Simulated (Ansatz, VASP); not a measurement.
# Au in VASP and in Ansatz

Contents of POSCAR:

```
Au
1.0
    4.8843454629      0.0000000000      0.0000000000
   -2.4421727315      4.2299672517      0.0000000000
    0.0000000000      0.0000000000      2.9140329865
Au
3
Direct
    0.0000000000      0.0000000000      0.0000000000
    0.3333333333      0.6666666667      0.5000000000
    0.6666666667      0.3333333333      0.5000000000
```

INCAR.step1

```
ALGO     = Normal         # electronic algorithm
EDIFF    = 1E-4           # SCF threshold, eV
ENCUT    = 520            # plane-wave cutoff, eV
GGA      = PE             # functional
ISMEAR   = -1             # smearing method
LASPH    = T              # aspherical terms in the spheres
LCHARG   = F              # write CHGCAR
LREAL    = F              # projectors in reciprocal space
LWAVE    = T              # write WAVECAR
NBANDS   = 24             # bands
NELM     = 100            # most SCF steps
PREC     = Accurate       # precision mode
SIGMA    = 0.1            # smearing width, eV
```

File INCAR.step2:

```
ALGO     = Normal         # electronic algorithm
EDIFF    = 1E-6           # SCF threshold, eV
ENCUT    = 520            # plane-wave cutoff, eV
ISIF     = 2              # what is computed and relaxed
ISMEAR   = -1             # smearing method
ISTART   = 1            
LASPH    = T              # aspherical terms in the spheres
LCHARG   = F              # write CHGCAR
LMIXTAU  = T            
LREAL    = F              # projectors in reciprocal space
LWAVE    = F              # write WAVECAR
METAGGA  = R2SCAN         # meta-GGA
NBANDS   = 24             # bands
NELM     = 100            # most SCF steps
PREC     = Accurate       # precision mode
SIGMA    = 0.1            # smearing width, eV
```

The input KPOINTS:

```
k-points
0
Gamma
  9 9 13
```

Input for Ansatz:

```yaml
crystal:
  lattice:
    - [4.8843454629, 0.0, 0.0]
    - [-2.4421727315, 4.2299672517, 0.0]
    - [0.0, 0.0, 2.9140329865]
  atoms:
    - { symbol: Au, position: [0.0, 0.0, 0.0] }
    - { symbol: Au, position: [0.3333333333, 0.6666666667, 0.5] }
    - { symbol: Au, position: [0.6666666667, 0.3333333333, 0.5] }
hamiltonian:
  xc: r2scan
  pseudopotentials:
    kind: paw
    azcp:
      Au: "pseudopotentials/Au.paw.azcp"
basis:
  ecutwfc: 500
  fft_grid_basis: typed
kpoints:
  mp_grid: { grid: [9, 9, 13], shift: [0, 0, 0] }
magnetization:
  spin_polarized: false
scf:
  occupations: { method: fermi_dirac, width: 0.1 }
  lower_state_search: "off"
output:
  stress: true
  write_density: true
  write_potential: true
  elf: true
  volumetric_format: npy
```

Alike in both runs: task single point; functional r2SCAN; k mesh 9 × 9 × 13; occupations fermi-dirac, width 0.1 eV; no spin polarisation.

|  | VASP | Ansatz |
| --- | --- | --- |
| version | VASP 6.6.1 | Ansatz 0.2.0 |
| potentials or method | VASP PAW PBE potentials, release 64 (Au), cutoff 520 eV | plane waves (500 eV) with PAW, scalar-relativistic |
| valence electrons in the cell | 33 | 57 |

VASP gave:

```
pressure (GPa)                                                : -11.7
traceless stress, the component that is largest in VASP (GPa) : -0.38
```

**Question.** Which values does Ansatz return?

**Answer.** Pressure (GPa): -11.8; traceless stress, the component that is largest in VASP (GPa): -0.38.

VASP's potentials were made for PBE, not for r2SCAN. The functional is the same, so the differences come from potentials, cutoffs and numerics. VASP's potentials hold 33 valence electrons a cell and Ansatz's 57, so a difference there can come from the potentials and not from the codes.

Spin-orbit coupling is off throughout.
